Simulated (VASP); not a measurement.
# AlSn (P-6m2) in VASP: a series of runs

Runs on AlSn. Level: PBE. Tasks: single point, relaxation of cell and atoms.

Program: VASP 6.6.1. These are calculated values, not measurements. Logs are shortened: lines on timing, memory, paths and dates and some standing lists are left out, and cuts for length are marked.

## 1. The cell of the first run

The structure is hexagonal, space group P-6m2 (No. 187). Conventional cell: a = 4.238 Å, b = 4.238 Å, c = 3.248 Å, α = 90.00°, β = 90.00°, γ = 120.00°. Al (site symmetry -6m2) has 6 Sn at 2.94 Å and 2 Al at 3.25 Å within 3.9 Å. Sn (site symmetry -6m2) has 6 Al at 2.94 Å and 2 Sn at 3.25 Å within 3.9 Å.

## 2. Single point, PBE

Contents of INCAR:

```
SYSTEM = AlSn
ALGO     = Normal         ! electronic algorithm
EDIFF    = 1E-6           ! SCF threshold, eV
ENCUT    = 520            ! plane-wave cutoff, eV
GGA      = PE             ! functional
ISIF     = 2              ! what is computed and relaxed
ISMEAR   = -1             ! smearing method
LASPH    = .True.         ! aspherical terms in the spheres
LCHARG   = .True.         ! write CHGCAR
LELF     = .True.         ! ELF
LREAL    = .False.        ! projectors in reciprocal space
LVHAR    = .True.       
LWAVE    = .False.        ! write WAVECAR
NBANDS   = 16             ! bands
NELM     = 60             ! most SCF steps
PREC     = Accurate       ! precision mode
SIGMA    = 0.05           ! smearing width, eV
```

Contents of KPOINTS:

```
k-points
0
Gamma
  9 9 10
  0 0 0
```

Contents of POSCAR:

```
AlSn
1.0
    4.2384485589      0.0000000000      0.0000000000
   -2.1192242795      3.6706041246      0.0000000000
    0.0000000000      0.0000000000      3.2483326009
Al Sn
1 1
Direct
    0.0000000000      0.0000000000      0.0000000000
    0.3333333333      0.6666666667      0.5000000000
```

Potentials or basis: VASP PAW PBE potentials, release 64 (Al, Sn_d).

On the command line:

```bash
> cat potpaw_PBE.64/Al/POTCAR potpaw_PBE.64/Sn_d/POTCAR > POTCAR
> mpirun -np 1 vasp_std > vasp.out
```

OUTCAR:

```text
SYSTEM = AlSn
   EDIFF = 1E-6
   ENCUT = 520
   GGA = PE
   ISIF = 2
   ISMEAR = -1
   LASPH = .True.
   LREAL = .False.
   NELM = 60
   PREC = Accurate

 ion  position               nearest neighbor table
   1  0.000  0.000  0.000-   2 2.94   2 2.94   2 2.94   2 2.94   2 2.94   2 2.94
   2  0.333  0.667  0.500-   1 2.94   1 2.94   1 2.94   1 2.94   1 2.94   1 2.94

  LATTYP: Found a hexagonal cell.
 ALAT       =     4.2384485589
 C/A-ratio  =     0.7663966085

  Lattice vectors:

 A1 = (   4.2384485589,   0.0000000000,   0.0000000000)
 A2 = (  -2.1192242795,   3.6706041246,   0.0000000000)
 A3 = (   0.0000000000,   0.0000000000,   3.2483326009)

Analysis of symmetry for initial positions (statically):
=====================================================================
 Subroutine PRICEL returns:
 Original cell was already a primitive cell.

 Routine SETGRP: Setting up the symmetry group for a
 hexagonal supercell.

 Subroutine GETGRP returns: Found 12 space group operations
 (whereof 12 operations were pure point group operations)
 out of a pool of 24 trial point group operations.

The static configuration has the point symmetry D_3h.

Analysis of symmetry for dynamics (positions and initial velocities):
=====================================================================
 Subroutine PRICEL returns:
 Original cell was already a primitive cell.

 Routine SETGRP: Setting up the symmetry group for a
 hexagonal supercell.

 Subroutine GETGRP returns: Found 12 space group operations
 (whereof 12 operations were pure point group operations)
 out of a pool of 24 trial point group operations.

The dynamic configuration has the point symmetry D_3h.

 Subroutine INISYM returns: Found 12 space group operations
 (whereof 12 operations are pure point group operations),
 and found     1 'primitive' translations

----------------------------------------------------------------------------------------

                                     Primitive cell

  volume of cell :      50.5365

  direct lattice vectors                    reciprocal lattice vectors
     4.238448559  0.000000000  0.000000000     0.235935387  0.136217359  0.000000000
    -2.119224280  3.670604125  0.000000000     0.000000000  0.272434718  0.000000000
     0.000000000  0.000000000  3.248332601     0.000000000  0.000000000  0.307850249

  length of vectors
     4.238448559  4.238448559  3.248332601     0.272434718  0.272434718  0.307850249

  position of ions in fractional coordinates (direct lattice)
     0.000000000  0.000000000  0.000000000
     0.333333333  0.666666667  0.500000000

  ion indices of the primitive-cell ions
   primitive index   ion index
                 1           1
                 2           2

----------------------------------------------------------------------------------------

 KPOINTS: k-points

Automatic generation of k-mesh.
 Grid dimensions read from file:
 generate k-points for:    9    9   10

 Generating k-lattice:

  Cartesian coordinates                     Fractional coordinates (reciprocal lattice)
     0.026215043  0.015135262  0.000000000     0.111111111  0.000000000  0.000000000
     0.000000000  0.030270524  0.000000000     0.000000000  0.111111111  0.000000000
     0.000000000  0.000000000  0.030785025     0.000000000  0.000000000  0.100000000

  Length of vectors
     0.030270524  0.030270524  0.030785025

  Shift w.r.t. Gamma in fractional coordinates (k-lattice)
     0.000000000  0.000000000  0.000000000

 Subroutine IBZKPT returns following result:
 ===========================================

 Found     72 irreducible k-points:

 Following reciprocal coordinates:
            Coordinates               Weight
  0.000000  0.000000  0.000000      1.000000
  0.111111  0.000000  0.000000      6.000000
  0.222222  0.000000  0.000000      6.000000
  0.333333 -0.000000  0.000000      6.000000
  0.444444  0.000000  0.000000      6.000000
  0.111111  0.111111  0.000000      6.000000
[... 16 lines left out ...]
  0.333333  0.222222  0.100000     24.000000
  0.333333  0.333333  0.100000      4.000000
 [... further k-points ...]
   k-points           NKPTS =     72   k-points in BZ     NKDIM =     72   number of bands    NBANDS=     16
   number of dos      NEDOS =    301   number of ions     NIONS =      2
   total plane-waves  NPLWV =  24576
   dimension x,y,z NGX =    32 NGY =   32 NGZ =   24
   dimension x,y,z NGXF=    64 NGYF=   64 NGZF=   48
   ions per type =               1   1
   NGX,Y,Z   is equivalent  to a cutoff of  12.55, 12.55, 12.28 a.u.
   NGXF,Y,Z  is equivalent  to a cutoff of  25.10, 25.10, 24.57 a.u.
 SYSTEM =  AlSn
   PREC   = accura    normal or accurate (medium, high low for compatibility)
   ISTART =      0    job   : 0-new  1-cont  2-samecut
   ICHARG =      2    charge: 1-file 2-atom 10-const
   ISPIN  =      1    spin polarized calculation?
   LNONCOLLINEAR =      F non collinear calculations
   LSORBIT =      F    spin-orbit coupling
   LASPH  =      T    aspherical Exc in radial PAW
   ENCUT  =  520.0 eV  38.22 Ry    6.18 a.u.   7.88  7.88  6.04*2*pi/ulx,y,z
   NELM   =     60;   NELMIN=  2; NELMDL= -5     # of ELM steps
   EDIFF  = 0.1E-05   stopping-criterion for ELM
   LREAL  =      F    real-space projection
   EDIFFG = 0.1E-04   stopping-criterion for IOM
   NSW    =      0    number of steps for IOM
   IBRION =     -1    ionic relax: 0-MD 1-quasi-New 2-CG
   NFREE  =      0    steps in history (QN), initial steepest desc. (CG)
   ISIF   =      2    stress and relaxation
   ISYM   =      2    0-nonsym 1-usesym 2-fastsym
   POTIM  = 0.5000    time-step for ionic-motion
   TEBEG  =    0.0;   TEEND  =   0.0 temperature during run
   PSTRESS=    0.0 pullay stress
   NELECT =      17.0000    total number of electrons
   NUPDOWN=      -1.0000    fix difference up-down
   EMIN   =  10.00;   EMAX   =-10.00  energy-range for DOS
   EFERMI =   0.00;   METHOD = LEGACY
   ISMEAR =    -1;   SIGMA  =   0.05  broadening in eV -4-tet -1-fermi 0-gaus
   EFERMI_NEDOS =   21; number of points for ismear=-14 and -15
   IALGO  =     38    algorithm
   IMIX   =      4    mixing-type and parameters
     AMIX     =   0.40;   BMIX     =  1.00
     AMIX_MAG =   1.60;   BMIX_MAG =  1.00
  volume/ion in A,a.u.               =      25.27       170.52
  Fermi-wavevector in a.u.,A,eV,Ry     =   1.138561  2.151568 17.637508  1.296320
  Thomas-Fermi vector in A             =   2.275265
   LORBIT       =      0    0 simple, 1 ext, 2 COOP (PROOUT), +10 PAW based schemes
   GGA     = PE    functional components
   LHFCALC =     F    Hartree Fock is set to
   AEXX    =    0.0000 exact exchange contribution
   IVDW    =     0    specifies the selected vdW correction
   LEPSILON=     F    determine dielectric tensor
   LRPA    =     F    only Hartree local field effects (RPA)
 non-spin polarized calculation
  energy-cutoff  :      520.00
  volume of cell :       50.54
 maximum number of plane-waves:      1386
 NGX is ok and might be reduce to    32
   NGX = 15   NGY = 15   NGZ = 13

 number of electron      17.0000004 magnetization

 Free energy of the ion-electron system (eV)
  ---------------------------------------------------
  ext. energy  EPLUGINS =         0.00000000
  ---------------------------------------------------
  free energy    TOTEN  =        -7.21335592 eV

  energy without entropy =       -7.20793309  energy(sigma->0) =       -7.21064450

 E-fermi :   6.4414     XC(G=0):  -9.5486

 val. band max:        6.3878286176   @ k =   0.1111   0.1111   0.3000
 cond. band min:       6.5053377268   @ k =   0.2222   0.0000   0.3000
 fundamental gap:      0.1175091091
 Fermi energy:         6.4414072401

 k-point     1 :       0.0000    0.0000    0.0000
  band No.  band energies     occupation
      1     -14.9930      2.00000
      2     -14.8539      2.00000
      3     -14.8539      2.00000
      4     -14.8403      2.00000
      5     -14.8403      2.00000
      6      -4.0608      2.00000
[... 8 lines left out ...]
     15      18.2025      0.00000
     16      19.4722      0.00000

 k-point     2 :       0.1111    0.0000    0.0000
  band No.  band energies     occupation
      1     -14.9921      2.00000
      2     -14.8542      2.00000
      3     -14.8518      2.00000
      4     -14.8409      2.00000
      5     -14.8404      2.00000
      6      -3.9364      2.00000
[... 8 lines left out ...]
     15      17.2016      0.00000
     16      19.3595      0.00000

 k-point     3 :       0.2222    0.0000    0.0000
  band No.  band energies     occupation
      1     -14.9899      2.00000
      2     -14.8548      2.00000
      3     -14.8465      2.00000
      4     -14.8425      2.00000
      5     -14.8409      2.00000
      6      -3.5712      2.00000
[... 8 lines left out ...]
     15      15.7735      0.00000
     16      18.2650      0.00000

 k-point     4 :       0.3333   -0.0000    0.0000
  band No.  band energies     occupation
      1     -14.9876      2.00000
      2     -14.8556      2.00000
      3     -14.8443      2.00000
      4     -14.8414      2.00000
      5     -14.8404      2.00000
      6      -3.0053      2.00000
[... 8 lines left out ...]
     15      16.2206      0.00000
     16      18.3434      0.00000
[... 324 lines left out ...]
 k-point    22 :       0.2222    0.2222    0.1000
  band No.  band energies     occupation
      1     -14.9665      2.00000
      2     -14.8535      2.00000
      3     -14.8510      2.00000
      4     -14.8495      2.00000
      5     -14.8400      2.00000
      6      -2.5413      2.00000
[... 8 lines left out ...]
     15      16.3501      0.00000
     16      16.8534      0.00000

 k-point    23 :       0.3333    0.2222    0.1000
  band No.  band energies     occupation
      1     -14.9652      2.00000
      2     -14.8535      2.00000
      3     -14.8509      2.00000
      4     -14.8491      2.00000
      5     -14.8392      2.00000
      6      -1.9998      2.00000
[... 8 lines left out ...]
     15      15.9851      0.00000
     16      17.3988      0.00000

 k-point    24 :       0.3333    0.3333    0.1000
  band No.  band energies     occupation
      1     -14.9646      2.00000
      2     -14.8529      2.00000
      3     -14.8515      2.00000
      4     -14.8465      2.00000
      5     -14.8414      2.00000
      6      -1.7555      2.00000
[... 8 lines left out ...]
     15      16.2067      0.00000
     16      17.3833      0.00000

 [... further k-points ...]
[... 5 lines left out ...]
  --------------------------------------------------------------------------------------
  -------------------------------------------------------------------------------------
  Total       -0.0197896     -0.0197896     -0.0094314      0.0000000      0.0000000      0.0000000
  in kB       -0.6273973     -0.6273973     -0.2990062      0.0000000      0.0000000      0.0000000
  external PRESSURE =      -0.5179336 kB  Pullay stress =       0.0000000 kB

 VOLUME and BASIS-vectors are now :
 -----------------------------------------------------------------------------
  energy-cutoff  :      520.00
  volume of cell :       50.54
      direct lattice vectors                 reciprocal lattice vectors
     4.238448559  0.000000000  0.000000000     0.235935387  0.136217359  0.000000000
    -2.119224280  3.670604125  0.000000000     0.000000000  0.272434718  0.000000000
     0.000000000  0.000000000  3.248332601     0.000000000  0.000000000  0.307850249

 POSITION                                       TOTAL-FORCE (eV/Angst)
 -----------------------------------------------------------------------------------
      0.00000      0.00000      0.00000         0.000000      0.000000      0.000000
     -0.00000      2.44707      1.62417         0.000000      0.000000      0.000000
 -----------------------------------------------------------------------------------
    total drift:                                0.000000     -0.000000     -0.000000

  FREE ENERGIE OF THE ION-ELECTRON SYSTEM (eV)
  ---------------------------------------------------
  free  energy   TOTEN  =        -7.2133559154 eV

  energy  without entropy=       -7.2079330920  energy(sigma->0) =       -7.21064450
```

Run time: 37 s. Hardware: 1 thread of Intel Xeon 8259CL, shared host; peak memory 0.2 GiB.

Results:

```yaml
Free_energy: -7.2134 eV
Pressure: -0.1 GPa
Band_gap_on_the_k_mesh: zero (an odd number of electrons rules out a gap without spin polarisation)
```

Levels at points of the mesh, in eV from the Fermi level:
| k point | band 6 | band 7 | band 8 | band 9 | band 10 | band 11 |
| --- | --- | --- | --- | --- | --- | --- |
| (0.00, 0.00, 0.00) | -10.50 | -0.44 | -0.44 | 0.38 | 2.94 | 2.94 |
| (0.00, 0.00, 0.50) | -7.31 | -6.16 | 2.64 | 2.64 | 3.49 | 3.49 |

Caveat: spin-orbit coupling is left out, which moves the levels of the heavy elements.

## 3. Relaxation of cell and atoms, PBE

This run uses another cell than the first one, of 27.25 Å³/atom.

Contents of INCAR:

```
PREC = Accurate ; ENCUT = 600
EDIFF = 1E-6 ; ISMEAR = -1
SIGMA = 0.05 ; LREAL = F
LASPH = T ; NELM = 80
ALGO = Normal ; ISIF = 3
LWAVE = F ; LCHARG = F
GGA = PE ; IBRION = 2
NSW = 100 ; EDIFFG = -0.005
```

Contents of KPOINTS:

```
regular mesh
0
Gamma
  9 9 10
```

Contents of POSCAR:

```
AlSn
1.0
    4.3071957746      0.0000000000      0.0000000000
   -2.1535978873      3.7301409599      0.0000000000
    0.0000000000      0.0000000000      3.3927772976
Al Sn
1 1
Direct
    0.0000000000      0.0000000000      0.0000000000
    0.3333333333      0.6666666667      0.5000000000
```

Potentials or basis: VASP PAW PBE potentials, release 64 (Al, Sn_d).

On the command line:

```bash
> cat potpaw_PBE.64/Al/POTCAR potpaw_PBE.64/Sn_d/POTCAR > POTCAR
> mpirun -np 1 vasp_std > vasp.out
```

Wall time 5 min (1 thread of Intel Xeon 8259CL, shared host); peak memory 0.24 GiB.

The run converged. Its results:

- Free energy: -7.2136 eV
- Relaxed volume: 25.25 Å³/atom
- Relaxed cell: a = 4.236 Å, b = 4.236 Å, c = 3.250 Å, α = 90.00°, β = 90.00°, γ = 120.00°
- Space group after relaxing (to 0.1 Å): P-6m2 (No. 187)
- Energy gained by relaxing: 26.9 meV/atom
- Ionic steps: 10
- Pressure after relaxing: 0.0 GPa
- Band gap on the k mesh: zero (an odd number of electrons rules out a gap without spin polarisation)

The path:
| step | energy change (eV) | largest force (eV/Å) | pressure (GPa) | volume (Å³) |
| --- | --- | --- | --- | --- |
| 1 | 0.0000 | 0.0000 | -3.41 | 54.51 |
| 2 | -0.0531 | 0.0000 | 0.46 | 50.05 |
| 3 | -0.0536 | 0.0000 | 0.06 | 50.43 |
| 4 | -0.0536 | 0.0000 | -0.07 | 50.50 |
| 5 | -0.0536 | 0.0000 | -0.06 | 50.54 |
| 6 | -0.0537 | 0.0000 | -0.11 | 50.62 |
| 7 | -0.0537 | 0.0000 | -0.10 | 50.60 |
| 8 | -0.0537 | 0.0000 | 0.09 | 50.47 |
| 9 | -0.0537 | 0.0000 | -0.02 | 50.51 |
| 10 | -0.0537 | 0.0000 | 0.02 | 50.50 |

Final structure:
```cif
data_structure
_symmetry_space_group_name_H-M 'P 1'
_symmetry_Int_Tables_number 1
_cell_length_a 4.2357
_cell_length_b 4.2357
_cell_length_c 3.2501
_cell_angle_alpha 90.000
_cell_angle_beta 90.000
_cell_angle_gamma 120.000
_cell_volume 50.50
loop_
_atom_site_label
_atom_site_type_symbol
_atom_site_fract_x
_atom_site_fract_y
_atom_site_fract_z
_atom_site_occupancy
Al1 Al 0.00000 0.00000 0.00000 1
Sn1 Sn 0.33333 0.66667 0.50000 1
```

Levels at points of the mesh, in eV from the Fermi level:
```csv
k point,band 4,band 5,band 6,band 7,band 8,band 9,band 10,band 11,band 12
"(0.00, 0.00, 0.00)",-21.28,-21.28,-10.50,-0.43,-0.43,0.40,2.95,2.95,3.02
"(0.00, 0.00, 0.50)",-21.28,-21.23,-7.32,-6.17,2.64,2.64,3.49,3.49,3.56
```

Caveat: spin-orbit coupling is left out, which moves the levels of the heavy elements.

The gap in the log of VASP goes by the Fermi energy; the results here count the filled bands.